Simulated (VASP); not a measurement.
ZnCdO, 6 atoms in the cell. Symmetry: P4_2/mmc, No. 131, tetragonal system. Conventional cell: a = 3.668 Å, b = 3.668 Å, c = 7.179 Å, α = 90.00°, β = 90.00°, γ = 90.00°. Zn (site symmetry mmm) has 2 O at 1.83 Å within 2.4 Å. Cd (site symmetry -4m2) has 4 O at 2.57 Å and 8 Zn at 3.15 Å within 3.4 Å. O (site symmetry mmm) has 2 Zn at 1.83 Å within 2.4 Å. 

| Property | Result |
| --- | --- |
| Program | VASP 6.6.1 |
| Task | relaxation of cell and atoms |
| Functional | PBE |
| Potentials or basis | VASP PAW PBE potentials, release 64 (Zn, Cd, O) |
| Cutoff | 600 eV |
| k mesh | 6 × 6 × 4 |
| Occupations | gaussian, width 0.1 eV |
| Spin | no spin polarisation |
| Dipole correction | no |
| Further INCAR settings | ALGO = Normal; EDIFF = 1e-06; IBRION = 2; EDIFFG = -0.04; NSW = 90; ISIF = 3 |

Potentials or basis: VASP PAW PBE potentials, release 64 (Zn, Cd, O).

Command:

```console
$ cat potpaw_PBE.64/Zn/POTCAR potpaw_PBE.64/Cd/POTCAR potpaw_PBE.64/O/POTCAR > POTCAR
$ mpirun -np 1 vasp_std > vasp.out
```

Hardware: 1 thread of Intel(R) Xeon(R) Platinum 8259CL CPU @ 2.50GHz (Skylake/Cascade Lake), with other jobs on the host.

Estimate the wall time of this run.

Run time: 4.6 min on 1 thread of Intel(R) Xeon(R) Platinum 8259CL CPU @ 2.50GHz (Skylake/Cascade Lake), on a shared host, peak memory 0.3 GiB. Counts: scf iterations 34, k points 30, ion steps 3.
